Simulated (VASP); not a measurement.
# AlN: single point with HSE06

AlN:

```
Al N
1.0
     2.18886   -2.18886    0.00000
     0.00000    0.00000    4.37772
    -2.18886   -2.18886    0.00000
Al N
2 2
Direct
  0.00000 0.00000 0.00000
  0.50000 0.50000 0.50000
  0.00000 0.25000 0.50000
  0.50000 0.75000 0.00000
```

```json
{"Program": "VASP 6.6.1", "Task": "single point", "Functional": "HSE06", "Potentials or basis": "VASP PAW PBE potentials, release 64 (Al, N)", "Cutoff": "520 eV", "k mesh": "4 × 3 × 4", "Occupations": "fermi-dirac, width 0.05 eV", "Spin": "no spin polarisation", "Dipole correction": "no", "Grid for exact exchange (PRECFOCK)": "Normal", "Further INCAR settings": "ALGO = Normal; EDIFF = 1e-06; NBANDS = 16", "Screening parameter": "0.2079 1/Å"}
```

```
Pressure               : -1.9 GPa
Band gap on the k mesh : 4.54 eV
```

Levels at points of the mesh, in eV from the valence-band top:
```tsv
k point	band 6	band 7	band 8	band 9	band 10	band 11
(0.00, 0.00, 0.00)	-0.01	-0.01	0.00	4.55	5.49	10.03
(0.50, 0.00, 0.00)	-2.68	-0.59	-0.59	9.33	9.33	10.78
(0.50, 0.00, 0.50)	-1.95	-1.95	-1.95	4.54	4.54	10.03
```

It took 3.4 min on 1 thread of AMD EPYC 9R45 96-Core Processor (Zen 5), on a shared host, peak memory 0.22 GiB.

Caveat: the k points lie up to 0.51 Å⁻¹ apart; the PAW data sets were made with another functional, which shifts forces and pressure a little.
